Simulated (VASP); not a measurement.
Here is a VASP 6.6.1 calculation.

File POSCAR:

```
PbSe
1.0
    0.0000000000      3.0606500000      3.0606500000
    3.0606500000      0.0000000000      3.0606500000
    3.0606500000      3.0606500000      0.0000000000
Pb Se
1 1
Direct
    0.0000000000      0.0000000000      0.0000000000
    0.5000000000      0.5000000000      0.5000000000
```

The input INCAR.step1:

```
SYSTEM = PbSe
PREC = Accurate ; ENCUT = 520
EDIFF = 1E-5 ; ISMEAR = -1
SIGMA = 0.05 ; LREAL = .False.
LASPH = .True. ; NELM = 80
ALGO = Normal ; ISIF = 2
LWAVE = .True. ; LCHARG = .False.
NBANDS = 17 ; GGA = PE
```

Contents of INCAR.step2:

```
SYSTEM = PbSe
PREC = Accurate ; ENCUT = 520
EDIFF = 1E-7 ; ISMEAR = -1
SIGMA = 0.05 ; LREAL = .False.
LASPH = .True. ; NELM = 80
ALGO = Normal ; ISIF = 2
LWAVE = .False. ; LCHARG = .False.
GGA = PS ; LHFCALC = .True.
AEXX = 0.25 ; HFSCREEN = 0.207
PRECFOCK = Normal ; NBANDS = 17
ISTART = 1
```

KPOINTS

```
regular mesh
0
Gamma
  4 4 4
  0 0 0
```

Potentials or basis: VASP PAW PBE potentials, release 64 (Pb_d, Se).

Run with:

```console
$ cat potpaw_PBE.64/Pb_d/POTCAR potpaw_PBE.64/Se/POTCAR > POTCAR
$ cp INCAR.step1 INCAR
$ mpirun -np 1 vasp_std > vasp.out
$ cp INCAR.step2 INCAR
$ mpirun -np 1 vasp_std > vasp.out
```

**Question.** Estimate the pressure.

**Answer.** -0.7 GPa.

**Question.** What does it give for the band gap on the k mesh?

**Answer.** 0.63 eV.

Caveat: the k points lie up to 0.44 Å⁻¹ apart; the PAW data sets were made with another functional, which shifts forces and pressure a little; spin-orbit coupling is left out, which moves the levels of the heavy elements. A k mesh can miss the band edges.
